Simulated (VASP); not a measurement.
# Cd2S (P3m1) in VASP: a series of runs, part 2 of 2

VASP 6.6.1.

## Step 3: Single point, PBEsol

This run uses another cell than the first one, of 26.86 Å³/atom.

File INCAR:

```
PREC     = Accurate       # precision mode
ENCUT    = 540            # plane-wave cutoff, eV
EDIFF    = 1E-6           # SCF threshold, eV
ISMEAR   = -1             # smearing method
SIGMA    = 0.05           # smearing width, eV
LREAL    = F              # projectors in reciprocal space
LASPH    = T              # aspherical terms in the spheres
NELM     = 120            # most SCF steps
ALGO     = Normal         # electronic algorithm
ISIF     = 2              # what is computed and relaxed
LWAVE    = F              # write WAVECAR
LCHARG   = F              # write CHGCAR
GGA      = PS             # functional
NBANDS   = 30             # bands
GGA_COMPAT= F
```

File KPOINTS:

```
regular mesh
0
Gamma
  8 8 5
```

File POSCAR:

```
Cd2S
1.0
    3.9889136618      0.0000000000      0.0000000000
   -1.9944568309      3.4545005647      0.0000000000
    0.0000000000      0.0000000000      5.8476645914
Cd S
2 1
Direct
    0.3333333333      0.6666666667      0.9327170000
    0.6666666667      0.3333333333      0.5787350000
    0.3333333333      0.6666666667      0.3657050000
```

Potentials or basis: VASP PAW PBE potentials, release 64 (Cd_sv_GW, S).

Started as:

```console
$ cat potpaw_PBE.64/Cd_sv_GW/POTCAR potpaw_PBE.64/S/POTCAR > POTCAR
$ mpirun -np 1 vasp_std > vasp.out
```

OUTCAR:

```text
PREC = Accurate
   ENCUT = 540
   EDIFF = 1E-6
   ISMEAR = -1
   LREAL = F
   LASPH = T
   NELM = 120
   ISIF = 2
   GGA = PS

 ion  position               nearest neighbor table
   1  0.333  0.667  0.933-   3 2.53
   2  0.667  0.333  0.579-   3 2.62   3 2.62   3 2.62
   3  0.333  0.667  0.366-   1 2.53   2 2.62   2 2.62   2 2.62

  LATTYP: Found a hexagonal cell.
 ALAT       =     3.9889136618
 C/A-ratio  =     1.4659792332

  Lattice vectors:

 A1 = (   3.9889136618,   0.0000000000,   0.0000000000)
 A2 = (  -1.9944568309,   3.4545005647,   0.0000000000)
 A3 = (   0.0000000000,   0.0000000000,   5.8476645914)

Analysis of symmetry for initial positions (statically):
=====================================================================
 Subroutine PRICEL returns:
 Original cell was already a primitive cell.

 Routine SETGRP: Setting up the symmetry group for a
 hexagonal supercell.

 Subroutine GETGRP returns: Found  6 space group operations
 (whereof  6 operations were pure point group operations)
 out of a pool of 24 trial point group operations.

The static configuration has the point symmetry C_3v.

Analysis of symmetry for dynamics (positions and initial velocities):
=====================================================================
 Subroutine PRICEL returns:
 Original cell was already a primitive cell.

 Routine SETGRP: Setting up the symmetry group for a
 hexagonal supercell.

 Subroutine GETGRP returns: Found  6 space group operations
 (whereof  6 operations were pure point group operations)
 out of a pool of 24 trial point group operations.

The dynamic configuration has the point symmetry C_3v.

 Subroutine INISYM returns: Found  6 space group operations
 (whereof  6 operations are pure point group operations),
 and found     1 'primitive' translations

----------------------------------------------------------------------------------------

                                     Primitive cell

  volume of cell :      80.5791

  direct lattice vectors                    reciprocal lattice vectors
     3.988913662  0.000000000  0.000000000     0.250694822  0.144738723  0.000000000
    -1.994456831  3.454500565  0.000000000     0.000000000  0.289477446  0.000000000
     0.000000000  0.000000000  5.847664591     0.000000000  0.000000000  0.171008440

  length of vectors
     3.988913662  3.988913662  5.847664591     0.289477446  0.289477446  0.171008440

  position of ions in fractional coordinates (direct lattice)
     0.333333333  0.666666667  0.932717000
     0.666666667  0.333333333  0.578735000
     0.333333333  0.666666667  0.365705000

  ion indices of the primitive-cell ions
   primitive index   ion index
                 1           1
                 2           2
                 3           3

----------------------------------------------------------------------------------------

 KPOINTS: regular mesh

Automatic generation of k-mesh.
 Grid dimensions read from file:
 generate k-points for:    8    8    5

 Generating k-lattice:

  Cartesian coordinates                     Fractional coordinates (reciprocal lattice)
     0.031336853  0.018092340  0.000000000     0.125000000  0.000000000  0.000000000
     0.000000000  0.036184681  0.000000000     0.000000000  0.125000000  0.000000000
     0.000000000  0.000000000  0.034201688     0.000000000  0.000000000  0.200000000

  Length of vectors
     0.036184681  0.036184681  0.034201688

  Shift w.r.t. Gamma in fractional coordinates (k-lattice)
     0.000000000  0.000000000  0.000000000

 Subroutine IBZKPT returns following result:
 ===========================================

 Found     40 irreducible k-points:

 Following reciprocal coordinates:
            Coordinates               Weight
  0.000000  0.000000  0.000000      1.000000
  0.125000 -0.000000  0.000000      6.000000
  0.250000 -0.000000  0.000000      6.000000
  0.375000  0.000000  0.000000      6.000000
  0.500000 -0.000000  0.000000      3.000000
  0.125000  0.125000  0.000000      6.000000
[... 16 lines left out ...]
 -0.125000  0.500000  0.200000     12.000000
  0.250000  0.250000  0.200000     12.000000
 [... further k-points ...]
   k-points           NKPTS =     40   k-points in BZ     NKDIM =     40   number of bands    NBANDS=     30
   number of dos      NEDOS =    301   number of ions     NIONS =      3
   total plane-waves  NPLWV =  43200
   dimension x,y,z NGX =    30 NGY =   30 NGZ =   48
   dimension x,y,z NGXF=    60 NGYF=   60 NGZF=   96
   ions per type =               2   1
   NGX,Y,Z   is equivalent  to a cutoff of  12.50, 12.50, 13.65 a.u.
   NGXF,Y,Z  is equivalent  to a cutoff of  25.01, 25.01, 27.29 a.u.
 SYSTEM =  unknown system
   PREC   = accura    normal or accurate (medium, high low for compatibility)
   ISTART =      0    job   : 0-new  1-cont  2-samecut
   ICHARG =      2    charge: 1-file 2-atom 10-const
   ISPIN  =      1    spin polarized calculation?
   LNONCOLLINEAR =      F non collinear calculations
   LSORBIT =      F    spin-orbit coupling
   LASPH  =      T    aspherical Exc in radial PAW
   ENCUT  =  540.0 eV  39.69 Ry    6.30 a.u.   7.56  7.56 11.08*2*pi/ulx,y,z
   NELM   =    120;   NELMIN=  2; NELMDL= -5     # of ELM steps
   EDIFF  = 0.1E-05   stopping-criterion for ELM
   LREAL  =      F    real-space projection
   EDIFFG = 0.1E-04   stopping-criterion for IOM
   NSW    =      0    number of steps for IOM
   IBRION =     -1    ionic relax: 0-MD 1-quasi-New 2-CG
   NFREE  =      0    steps in history (QN), initial steepest desc. (CG)
   ISIF   =      2    stress and relaxation
   ISYM   =      2    0-nonsym 1-usesym 2-fastsym
   POTIM  = 0.5000    time-step for ionic-motion
   TEBEG  =    0.0;   TEEND  =   0.0 temperature during run
   PSTRESS=    0.0 pullay stress
   NELECT =      46.0000    total number of electrons
   NUPDOWN=      -1.0000    fix difference up-down
   EMIN   =  10.00;   EMAX   =-10.00  energy-range for DOS
   EFERMI =   0.00;   METHOD = LEGACY
   ISMEAR =    -1;   SIGMA  =   0.05  broadening in eV -4-tet -1-fermi 0-gaus
   EFERMI_NEDOS =   21; number of points for ismear=-14 and -15
   IALGO  =     38    algorithm
   IMIX   =      4    mixing-type and parameters
     AMIX     =   0.40;   BMIX     =  1.00
     AMIX_MAG =   1.60;   BMIX_MAG =  1.00
  volume/ion in A,a.u.               =      26.86       181.26
  Fermi-wavevector in a.u.,A,eV,Ry     =   1.358063  2.566367 25.093711  1.844336
  Thomas-Fermi vector in A             =   2.484928
   LORBIT       =      0    0 simple, 1 ext, 2 COOP (PROOUT), +10 PAW based schemes
   GGA     = PS    functional components
   LHFCALC =     F    Hartree Fock is set to
   AEXX    =    0.0000 exact exchange contribution
   IVDW    =     0    specifies the selected vdW correction
   LEPSILON=     F    determine dielectric tensor
   LRPA    =     F    only Hartree local field effects (RPA)
 non-spin polarized calculation
  energy-cutoff  :      540.00
  volume of cell :       80.58
 maximum number of plane-waves:      2315
   NGX = 15   NGY = 15   NGZ = 23

 number of electron      46.0000019 magnetization

 Free energy of the ion-electron system (eV)
  ---------------------------------------------------
  ext. energy  EPLUGINS =         0.00000000
  ---------------------------------------------------
  free energy    TOTEN  =        -7.36502310 eV

  energy without entropy =       -7.36344844  energy(sigma->0) =       -7.36423577

 E-fermi :   3.0912     XC(G=0):  -9.5482

 val. band max:        2.9514510743   @ k =   0.3750   0.2500   0.2000
 cond. band min:       3.1917842354   @ k =   0.5000  -0.0000   0.2000
 fundamental gap:      0.2403331610
 Fermi energy:         3.0911720638

 k-point     1 :       0.0000    0.0000    0.0000
  band No.  band energies     occupation
      1     -99.0857      2.00000
      2     -98.8469      2.00000
      3     -60.1852      2.00000
      4     -60.1852      2.00000
      5     -60.1410      2.00000
      6     -59.9387      2.00000
[... 22 lines left out ...]
     29      11.1612      0.00000
     30      12.7297      0.00000
[... 728 lines left out ...]
  band No.  band energies     occupation
      1     -99.0856      2.00000
      2     -98.8469      2.00000
      3     -60.1855      2.00000
      4     -60.1854      2.00000
      5     -60.1410      2.00000
      6     -59.9387      2.00000
[... 22 lines left out ...]
     29      10.4498      0.00000
     30      11.3373      0.00000

 [... further k-points ...]

------------------------ aborting loop because EDIFF is reached ----------------------------------------

  FORCE on cell =-STRESS in cart. coord.  units (eV):
  Direction    XX          YY          ZZ          XY          YZ          ZX
  --------------------------------------------------------------------------------------
  -------------------------------------------------------------------------------------
  Total       -2.2405185     -2.2405185     -2.8475261      0.0000000      0.0000000      0.0000000
  in kB      -44.5488777    -44.5488777    -56.6181845      0.0000000      0.0000000      0.0000000
  external PRESSURE =     -48.5719799 kB  Pullay stress =       0.0000000 kB

 VOLUME and BASIS-vectors are now :
 -----------------------------------------------------------------------------
  energy-cutoff  :      540.00
  volume of cell :       80.58
      direct lattice vectors                 reciprocal lattice vectors
     3.988913662  0.000000000  0.000000000     0.250694822  0.144738723  0.000000000
    -1.994456831  3.454500565  0.000000000     0.000000000  0.289477446  0.000000000
     0.000000000  0.000000000  5.847664591     0.000000000  0.000000000  0.171008440

 POSITION                                       TOTAL-FORCE (eV/Angst)
 -----------------------------------------------------------------------------------
     -0.00000      2.30300      5.45422         0.000000     -0.000000      0.066359
      1.99446      1.15150      3.38425         0.000000     -0.000000     -0.207653
     -0.00000      2.30300      2.13852        -0.000000      0.000000      0.141295
 -----------------------------------------------------------------------------------
    total drift:                                0.000000     -0.000000      0.003660

  FREE ENERGIE OF THE ION-ELECTRON SYSTEM (eV)
  ---------------------------------------------------
  free  energy   TOTEN  =        -7.3650230989 eV

  energy  without entropy=       -7.3634484373  energy(sigma->0) =       -7.36423577
```

It took 88 s on 1 thread of Intel Xeon Platinum 8259CL at 2.50GHz (Skylake/Cascade Lake), shared host; peak memory 0.26 GiB.

What came out:

* Free energy: -7.3650 eV
* Pressure: -4.9 GPa
* Largest force: 0.208 eV/Å
* Band gap on the k mesh: 0.24 eV (least direct gap 0.56 eV)

Forces in eV/Å, atoms in the order of the input:
```
Cd   0.000  0.000  0.066
Cd   0.000  0.000 -0.208
S    0.000  0.000  0.141
```

Caveat: the cell stands under tension; the PAW data sets were made with another functional, which shifts forces and pressure a little; an odd mesh through Γ misses points on the zone boundary, where band edges can lie.
